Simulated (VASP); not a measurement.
# SiNi2 (P6_3/mmc) in VASP: further runs

The runs below take SiNi2 through single point, relaxation of cell and atoms, with PBEsol.

Everything below comes from runs of VASP 6.6.1. Logs are shortened: lines on timing, memory, paths and dates and some standing lists are left out, and cuts for length are marked.

### 1 The cell of the first run

The structure is hexagonal, space group P6_3/mmc (No. 194). The conventional cell has a = 3.869 Å, b = 3.869 Å, c = 4.917 Å, α = 90.00°, β = 90.00°, γ = 120.00°. Within 3.0 Å of Si (site symmetry -6m2) lie 11 Ni at 2.23 to 2.55 Å. Within 3.2 Å of Ni (site symmetry -3m) lie 8 Ni at 2.46 to 2.55 Å and 6 Si at 2.55 Å. Ni (site symmetry -6m2) has 5 Si at 2.23 to 2.46 Å and 6 Ni at 2.55 Å within 3.0 Å.

### 2 Single point, PBEsol

INCAR reads:

```
ALGO     = Fast           # electronic algorithm
EDIFF    = 1E-7           # SCF threshold, eV
ENCUT    = 520            # plane-wave cutoff, eV
GGA      = PS             # functional
ISIF     = 2              # what is computed and relaxed
ISMEAR   = 0              # smearing method
LASPH    = True           # aspherical terms in the spheres
LCHARG   = True           # write CHGCAR
LELF     = True           # ELF
LREAL    = False          # projectors in reciprocal space
LVHAR    = True         
LWAVE    = False          # write WAVECAR
NBANDS   = 33             # bands
NELM     = 60             # most SCF steps
PREC     = Accurate       # precision mode
SIGMA    = 0.1            # smearing width, eV
```

KPOINTS reads:

```
k-points
0
Gamma
  12 12 8
```

POSCAR reads:

```
SiNi2
1.0
    3.8685498338      0.0000000000      0.0000000000
   -1.9342749169      3.3502624319      0.0000000000
    0.0000000000      0.0000000000      4.9165749538
Si Ni
2 4
Direct
    0.3333333333      0.6666666667      0.7500000000
    0.6666666667      0.3333333333      0.2500000000
    0.0000000000      0.0000000000      0.0000000000
    0.0000000000      0.0000000000      0.5000000000
    0.3333333333      0.6666666667      0.2500000000
    0.6666666667      0.3333333333      0.7500000000
```

Potentials or basis: VASP PAW PBE potentials, release 64 (Si, Ni).

Run with:

```bash
cat potpaw_PBE.64/Si/POTCAR potpaw_PBE.64/Ni/POTCAR > POTCAR
mpirun -np 1 vasp_std > vasp.out
```

OUTCAR:

```text
EDIFF = 1E-7
   ENCUT = 520
   GGA = PS
   ISIF = 2
   ISMEAR = 0
   LASPH = True
   LREAL = False
   NELM = 60
   PREC = Accurate

 ion  position               nearest neighbor table
   1  0.333  0.667  0.750-   6 2.23   6 2.23   6 2.23   5 2.46   5 2.46   3 2.55   4 2.55   4 2.55
                             3 2.55   4 2.55   3 2.55
   2  0.667  0.333  0.250-   5 2.23   5 2.23   5 2.23   6 2.46   6 2.46   3 2.55   4 2.55   3 2.55
                             4 2.55   3 2.55   4 2.55
   3  0.000  0.000  0.000-   4 2.46   4 2.46   1 2.55   5 2.55   6 2.55   2 2.55   2 2.55   6 2.55
                             1 2.55   5 2.55   2 2.55   6 2.55   1 2.55   5 2.55
   4  0.000  0.000  0.500-   3 2.46   3 2.46   1 2.55   5 2.55   6 2.55   2 2.55   2 2.55   6 2.55
                             1 2.55   5 2.55   2 2.55   6 2.55   1 2.55   5 2.55
   5  0.333  0.667  0.250-   2 2.23   2 2.23   2 2.23   1 2.46   1 2.46   3 2.55   4 2.55   4 2.55
                             3 2.55   4 2.55   3 2.55
   6  0.667  0.333  0.750-   1 2.23   1 2.23   1 2.23   2 2.46   2 2.46   3 2.55   4 2.55   3 2.55
                             4 2.55   3 2.55   4 2.55

  LATTYP: Found a hexagonal cell.
 ALAT       =     3.8685498338
 C/A-ratio  =     1.2709090396

  Lattice vectors:

 A1 = (   3.8685498338,   0.0000000000,   0.0000000000)
 A2 = (  -1.9342749169,   3.3502624319,   0.0000000000)
 A3 = (   0.0000000000,   0.0000000000,   4.9165749538)

Analysis of symmetry for initial positions (statically):
=====================================================================
 Subroutine PRICEL returns:
 Original cell was already a primitive cell.

 Routine SETGRP: Setting up the symmetry group for a
 hexagonal supercell.

 Subroutine GETGRP returns: Found 24 space group operations
 (whereof 12 operations were pure point group operations)
 out of a pool of 24 trial point group operations.

The static configuration has the point symmetry D_3d.
 The point group associated with its full space group is D_6h.

Analysis of symmetry for dynamics (positions and initial velocities):
=====================================================================
 Subroutine PRICEL returns:
 Original cell was already a primitive cell.

 Routine SETGRP: Setting up the symmetry group for a
 hexagonal supercell.

 Subroutine GETGRP returns: Found 24 space group operations
 (whereof 12 operations were pure point group operations)
 out of a pool of 24 trial point group operations.

The dynamic configuration has the point symmetry D_3d.
 The point group associated with its full space group is D_6h.

 Subroutine INISYM returns: Found 24 space group operations
 (whereof 12 operations are pure point group operations),
 and found     1 'primitive' translations

----------------------------------------------------------------------------------------

                                     Primitive cell

  volume of cell :      63.7220

  direct lattice vectors                    reciprocal lattice vectors
     3.868549834  0.000000000  0.000000000     0.258494796  0.149242040  0.000000000
    -1.934274917  3.350262432  0.000000000     0.000000000  0.298484080  0.000000000
     0.000000000  0.000000000  4.916574954     0.000000000  0.000000000  0.203393625

  length of vectors
     3.868549834  3.868549834  4.916574954     0.298484080  0.298484080  0.203393625

  position of ions in fractional coordinates (direct lattice)
     0.333333333  0.666666667  0.750000000
     0.666666667  0.333333333  0.250000000
     0.000000000  0.000000000  0.000000000
     0.000000000  0.000000000  0.500000000
     0.333333333  0.666666667  0.250000000
     0.666666667  0.333333333  0.750000000

  ion indices of the primitive-cell ions
   primitive index   ion index
                 1           1
                 2           2
                 3           3
                 4           4
                 5           5
                 6           6

----------------------------------------------------------------------------------------

 KPOINTS: k-points

Automatic generation of k-mesh.
 Grid dimensions read from file:
 generate k-points for:   12   12    8

 Generating k-lattice:

  Cartesian coordinates                     Fractional coordinates (reciprocal lattice)
     0.021541233  0.012436837  0.000000000     0.083333333  0.000000000  0.000000000
     0.000000000  0.024873673  0.000000000     0.000000000  0.083333333  0.000000000
     0.000000000  0.000000000  0.025424203     0.000000000  0.000000000  0.125000000

  Length of vectors
     0.024873673  0.024873673  0.025424203

  Shift w.r.t. Gamma in fractional coordinates (k-lattice)
     0.000000000  0.000000000  0.000000000

 Subroutine IBZKPT returns following result:
 ===========================================

 Found     95 irreducible k-points:

 Following reciprocal coordinates:
            Coordinates               Weight
  0.000000  0.000000  0.000000      1.000000
  0.083333 -0.000000  0.000000      6.000000
  0.166667  0.000000  0.000000      6.000000
  0.250000  0.000000  0.000000      6.000000
  0.333333  0.000000  0.000000      6.000000
  0.416667 -0.000000  0.000000      6.000000
[... 16 lines left out ...]
  0.250000  0.000000  0.125000     12.000000
  0.333333  0.000000  0.125000     12.000000
 [... further k-points ...]
   k-points           NKPTS =     95   k-points in BZ     NKDIM =     95   number of bands    NBANDS=     33
   number of dos      NEDOS =    301   number of ions     NIONS =      6
   total plane-waves  NPLWV =  36000
   dimension x,y,z NGX =    30 NGY =   30 NGZ =   40
   dimension x,y,z NGXF=    60 NGYF=   60 NGZF=   80
   ions per type =               2   4
   NGX,Y,Z   is equivalent  to a cutoff of  12.89, 12.89, 13.53 a.u.
   NGXF,Y,Z  is equivalent  to a cutoff of  25.78, 25.78, 27.05 a.u.
 SYSTEM =  unknown system
   PREC   = accura    normal or accurate (medium, high low for compatibility)
   ISTART =      0    job   : 0-new  1-cont  2-samecut
   ICHARG =      2    charge: 1-file 2-atom 10-const
   ISPIN  =      1    spin polarized calculation?
   LNONCOLLINEAR =      F non collinear calculations
   LSORBIT =      F    spin-orbit coupling
   LASPH  =      T    aspherical Exc in radial PAW
   ENCUT  =  520.0 eV  38.22 Ry    6.18 a.u.   7.19  7.19  9.14*2*pi/ulx,y,z
   NELM   =     60;   NELMIN=  2; NELMDL= -5     # of ELM steps
   EDIFF  = 0.1E-06   stopping-criterion for ELM
   LREAL  =      F    real-space projection
   EDIFFG = 0.1E-05   stopping-criterion for IOM
   NSW    =      0    number of steps for IOM
   IBRION =     -1    ionic relax: 0-MD 1-quasi-New 2-CG
   NFREE  =      0    steps in history (QN), initial steepest desc. (CG)
   ISIF   =      2    stress and relaxation
   ISYM   =      2    0-nonsym 1-usesym 2-fastsym
   POTIM  = 0.5000    time-step for ionic-motion
   TEBEG  =    0.0;   TEEND  =   0.0 temperature during run
   PSTRESS=    0.0 pullay stress
   NELECT =      48.0000    total number of electrons
   NUPDOWN=      -1.0000    fix difference up-down
   EMIN   =  10.00;   EMAX   =-10.00  energy-range for DOS
   EFERMI =   0.00;   METHOD = LEGACY
   ISMEAR =     0;   SIGMA  =   0.10  broadening in eV -4-tet -1-fermi 0-gaus
   EFERMI_NEDOS =   21; number of points for ismear=-14 and -15
   IALGO  =     68    algorithm
   IMIX   =      4    mixing-type and parameters
     AMIX     =   0.40;   BMIX     =  1.00
     AMIX_MAG =   1.60;   BMIX_MAG =  1.00
  volume/ion in A,a.u.               =      10.62        71.67
  Fermi-wavevector in a.u.,A,eV,Ry     =   1.489562  2.814865 30.188551  2.218796
  Thomas-Fermi vector in A             =   2.602455
   LORBIT       =      0    0 simple, 1 ext, 2 COOP (PROOUT), +10 PAW based schemes
   GGA     = PS    functional components
   LHFCALC =     F    Hartree Fock is set to
   AEXX    =    0.0000 exact exchange contribution
   IVDW    =     0    specifies the selected vdW correction
   LEPSILON=     F    determine dielectric tensor
   LRPA    =     F    only Hartree local field effects (RPA)
 non-spin polarized calculation
 RMM-DIIS sequential band-by-band and
 Gauss-broadening in eV      SIGMA  =   0.10
  energy-cutoff  :      520.00
  volume of cell :       63.72
 maximum number of plane-waves:      1740
 NGX is ok and might be reduce to    30
   NGX = 15   NGY = 15   NGZ = 19

 number of electron      47.9999978 magnetization

 Free energy of the ion-electron system (eV)
  ---------------------------------------------------
  ext. energy  EPLUGINS =         0.00000000
  ---------------------------------------------------
  free energy    TOTEN  =       -39.56027914 eV

  energy without entropy =      -39.54299889  energy(sigma->0) =      -39.55163902

 E-fermi :  11.4055     XC(G=0): -13.2179

 val. band max:       11.3921382449   @ k =   0.2500   0.0833   0.2500
 cond. band min:      11.4058397389   @ k =   0.3333   0.0000   0.2500
 fundamental gap:      0.0137014939
 Fermi energy:        11.4054971088

 k-point     1 :       0.0000    0.0000    0.0000
  band No.  band energies     occupation
      1      -1.3970      2.00000
      2       3.1212      2.00000
      3       4.8109      2.00000
      4       6.1976      2.00000
      5       6.1976      2.00000
      6       7.3692      2.00000
[... 25 lines left out ...]
     32      17.0864      0.00000
     33      19.7805      0.00000

 k-point     2 :       0.0833   -0.0000    0.0000
  band No.  band energies     occupation
      1      -1.3058      2.00000
      2       3.1369      2.00000
      3       4.8744      2.00000
      4       6.1851      2.00000
      5       6.2450      2.00000
      6       7.0454      2.00000
[... 25 lines left out ...]
     32      17.6125      0.00000
     33      19.1761      0.00000
[... 754 lines left out ...]
     32      18.1906      0.00000
     33      19.0280      0.00000

 k-point    24 :       0.3333    0.0000    0.1250
  band No.  band energies     occupation
      1       0.0867      2.00000
      2       2.8649      2.00000
      3       4.7590      2.00000
      4       5.6953      2.00000
      5       6.7876      2.00000
      6       6.9103      2.00000
[... 25 lines left out ...]
     32      18.7082      0.00000
     33      19.8234      0.00000

 [... further k-points ...]
[... 5 lines left out ...]
  --------------------------------------------------------------------------------------
  -------------------------------------------------------------------------------------
  Total        0.1010211      0.1010211      0.0121900      0.0000000      0.0000000     -0.0000000
  in kB        2.5399965      2.5399965      0.3064971      0.0000000      0.0000000     -0.0000000
  external PRESSURE =       1.7954967 kB  Pullay stress =       0.0000000 kB

 VOLUME and BASIS-vectors are now :
 -----------------------------------------------------------------------------
  energy-cutoff  :      520.00
  volume of cell :       63.72
      direct lattice vectors                 reciprocal lattice vectors
     3.868549834  0.000000000  0.000000000     0.258494796  0.149242040  0.000000000
    -1.934274917  3.350262432  0.000000000     0.000000000  0.298484080  0.000000000
     0.000000000  0.000000000  4.916574954     0.000000000  0.000000000  0.203393625

 POSITION                                       TOTAL-FORCE (eV/Angst)
 -----------------------------------------------------------------------------------
     -0.00000      2.23351      3.68743         0.000000     -0.000000      0.000000
      1.93427      1.11675      1.22914        -0.000000      0.000000      0.000000
      0.00000      0.00000      0.00000         0.000000     -0.000000      0.000000
      0.00000      0.00000      2.45829         0.000000     -0.000000      0.000000
     -0.00000      2.23351      1.22914        -0.000000      0.000000      0.000000
      1.93427      1.11675      3.68743         0.000000     -0.000000      0.000000
 -----------------------------------------------------------------------------------
    total drift:                                0.000000     -0.000000      0.000000

  FREE ENERGIE OF THE ION-ELECTRON SYSTEM (eV)
  ---------------------------------------------------
  free  energy   TOTEN  =       -39.5602791449 eV

  energy  without entropy=      -39.5429988906  energy(sigma->0) =      -39.55163902
```

Run time: 2 min. Hardware: 1 thread of Intel Xeon 6975P-C (Granite Rapids), shared host; peak memory 0.29 GiB.

Results:

```yaml
Free_energy: -39.5603 eV
Pressure: 0.2 GPa
Band_gap_on_the_k_mesh: zero (bands 24 and 25 overlap by 3.38 eV)
```

Caveat: the PAW data sets were made with another functional, which shifts forces and pressure a little. Spin polarisation is off, so any magnetic state and its effect on volume and gap are missing.

### 3 Relaxation of cell and atoms, PBEsol

This run uses another cell than the first one, of 11.03 Å³/atom.

INCAR reads:

```
SYSTEM = SiNi2
PREC = Accurate
ENCUT = 600
EDIFF = 1E-7
ISMEAR = 0
SIGMA = 0.1
LREAL = .False.
LASPH = .True.
NELM = 80
ALGO = Fast
ISIF = 3
LWAVE = .False.
LCHARG = .False.
GGA = PS
IBRION = 2
NSW = 70
EDIFFG = -0.005
```

KPOINTS reads:

```
regular mesh
0
Gamma
  12 12 8
  0 0 0
```

POSCAR: that of step 2 with these lines changed.

```diff
@@ -2,5 +2,5 @@
 1.0
-    3.8685498338      0.0000000000      0.0000000000
-   -1.9342749169      3.3502624319      0.0000000000
-    0.0000000000      0.0000000000      4.9165749538
+    3.9119262937      0.0000000000      0.0000000000
+   -1.9559631469      3.3878275481      0.0000000000
+    0.0000000000      0.0000000000      4.9914522299
 Si Ni
```

Potentials or basis: VASP PAW PBE potentials, release 64 (Si, Ni).

Run with:

```bash
cat potpaw_PBE.64/Si/POTCAR potpaw_PBE.64/Ni/POTCAR > POTCAR
mpirun -np 1 vasp_std > vasp.out
```

It took 6.8 min on 1 thread of Intel Xeon 6975P-C (Granite Rapids), shared host; peak memory 0.33 GiB.

The run converged. Its results:

* Free energy: -39.5610 eV
* Relaxed volume: 10.63 Å³/atom
* Relaxed cell: a = 3.870 Å, b = 3.870 Å, c = 4.915 Å, α = 90.00°, β = 90.00°, γ = 120.00°
* Space group after relaxing (to 0.1 Å): P6_3/mmc (No. 194)
* Energy gained by relaxing: 9.8 meV/atom
* Ionic steps: 6
* Pressure after relaxing: 0.0 GPa
* Band gap on the k mesh: zero (bands 24 and 25 overlap by 3.37 eV)

Step by step:
```tsv
step	energy change (eV)	largest force (eV/Å)	pressure (GPa)	volume (Å³)
1	0.0000	0.0000	-7.61	66.15
2	0.0185	0.0000	10.16	61.26
3	-0.0580	0.0000	-0.01	63.80
4	-0.0589	0.0000	-0.05	63.77
5	-0.0589	0.0000	-0.04	63.77
6	-0.0589	0.0000	-0.04	63.76
```

Final structure:
```
CELL_PARAMETERS angstrom
3.87035 0.00000 0.00000
-1.93517 3.35182 0.00000
0.00000 0.00000 4.91532
ATOMIC_POSITIONS crystal
Si 0.33333 0.66667 0.75000
Si 0.66667 0.33333 0.25000
Ni 0.00000 0.00000 0.00000
Ni 0.00000 0.00000 0.50000
Ni 0.33333 0.66667 0.25000
Ni 0.66667 0.33333 0.75000
```

Levels at points of the mesh, in eV from the Fermi level:
| k point | band 22 | band 23 | band 24 | band 25 | band 26 | band 27 |
| --- | --- | --- | --- | --- | --- | --- |
| (0.00, 0.00, 0.00) | -0.65 | 0.14 | 2.74 | 2.74 | 2.74 | 2.87 |
| (0.50, 0.00, 0.00) | -1.24 | -1.04 | -0.71 | -0.57 | 1.21 | 1.86 |
| (0.00, 0.00, 0.50) | -1.28 | 2.22 | 2.22 | 3.32 | 3.32 | 3.32 |
| (0.50, 0.00, 0.50) | -1.30 | -0.93 | -0.93 | 0.97 | 0.97 | 2.95 |

Caveat: the PAW data sets were made with another functional, which shifts forces and pressure a little. Spin polarisation is off, so any magnetic state and its effect on volume and gap are missing.
